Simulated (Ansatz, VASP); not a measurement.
Mo2Se2S in VASP and in Ansatz

```xyz
5
Lattice="4.3140 0.0000 0.0000 -2.1570 3.7361 0.0000 0.0000 0.0000 8.8703" Properties=species:S:1:pos:R:3 pbc="T T T"
Mo    0.0000    2.4907    4.4352
Mo    2.1570    1.2454    4.4352
Se    0.0000    0.0000    7.7682
Se    0.0000    0.0000    1.1021
S     0.0000    0.0000    4.4352
```

Alike in both runs: functional PBE; k mesh 3 × 3 × 2; occupations gaussian, width 0.15 eV; collinear spin.

Ansatz relaxed the structure, and its values are those at the end. VASP's run is a single point on that final structure, the one shown.

|  | VASP | Ansatz |
| --- | --- | --- |
| version | VASP 6.6.1 | Ansatz 0.2.0 |
| potentials or method | VASP PAW PBE potentials, release 64 (Mo_sv, Se, S), cutoff 500 eV | scalar-relativistic, plane waves, PAW |
| valence electrons in the cell | 46 | 66 |

Ansatz gave:

| Quantity | Value |
| --- | --- |
| gap on the k mesh at the Fermi level (eV) | none |
| pressure (GPa) | 0.1 |
| rms of the force components (eV/Å) | 0.008 |
| net moment per atom (μB) | 0.00 |

Task: Which values does VASP return?

Result: gap on the k mesh at the Fermi level (eV): none; pressure (GPa): 0.2; rms of the force components (eV/Å): 0.012; net moment per atom (μB): 0.00.

A gap of «none» marks a metal or a gap that the smearing closes. VASP's potentials hold 46 valence electrons a cell and Ansatz's 66, so a difference there can come from the potentials and not from the codes. Ansatz's warnings: seeded moment not kept.

The k mesh is coarse, so the values compare programs but aren't converged.
